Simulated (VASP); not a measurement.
Wanted: the native input for a VASP 6.6.1 run.

- Task: relaxation of cell and atoms
- Functional: PBE
- Potentials or basis: VASP PAW PBE potentials, release 64 (Ca_sv, Mg, N)
- Cutoff: 600 eV
- k mesh: 6 × 6 × 6
- Occupations: gaussian, width 0.01 eV
- Spin: no spin polarisation
- Dipole correction: no
- Further INCAR settings: ALGO = Normal; EDIFF = 1e-07; IBRION = 2; EDIFFG = -0.01; NSW = 100; ISIF = 3

The structure of Ca3MgN2 lies in POSCAR:

```
Ca3MgN2
1.0
    3.3909504757      1.9577661700      2.9739747556
   -3.3909504757      1.9577661700      2.9739747556
    0.0000000000     -3.9155323399      2.9739747556
Ca Mg N
3 1 2
Direct
    0.2414943288      0.7585056712      0.5000000000
    0.5000000000      0.2414943288      0.7585056712
    0.7585056712      0.5000000000      0.2414943288
    0.0000000000      0.0000000000      0.0000000000
    0.3090647449      0.3090647449      0.3090647449
    0.6909352551      0.6909352551      0.6909352551
```

The cell was built from a structure type or drawn by symmetry, and may not be a known phase.

One way to write it, as run:

INCAR

```
SYSTEM = Ca3MgN2
ALGO = Normal
EDIFF = 1E-7
EDIFFG = -0.01
ENCUT = 600
GGA = PE
IBRION = 2
ISIF = 3
ISMEAR = 0
LASPH = .True.
LCHARG = .False.
LREAL = .False.
LWAVE = .False.
NELM = 60
NSW = 100
PREC = Accurate
SIGMA = 0.01
```

KPOINTS

```
k-points
0
Gamma
  6 6 6
  0 0 0
```

Potentials or basis: VASP PAW PBE potentials, release 64 (Ca_sv, Mg, N).

Run with:

```console
$ cat potpaw_PBE.64/Ca_sv/POTCAR potpaw_PBE.64/Mg/POTCAR potpaw_PBE.64/N/POTCAR > POTCAR
$ mpirun -np 1 vasp_std > vasp.out
```

Results of the run:

| Property | Result |
| --- | --- |
| Relaxed volume | 19.74 Å³/atom |
| Relaxed cell | a = 4.916 Å, b = 4.916 Å, c = 4.916 Å, α = 87.38°, β = 87.38°, γ = 87.38° |
| Space group after relaxing (to 0.1 Å) | R32 (No. 155) |
| Energy gained by relaxing | 0.1 meV/atom |
| Ionic steps | 6 |
| Pressure after relaxing | 0.0 GPa |
| Largest force after relaxing | 0.009 eV/Å |
| Band gap on the k mesh | 0.04 eV |

Run time: 7.6 min on 1 thread of Intel(R) Xeon(R) Platinum 8488C (Sapphire Rapids), on a shared host, peak memory 0.31 GiB.
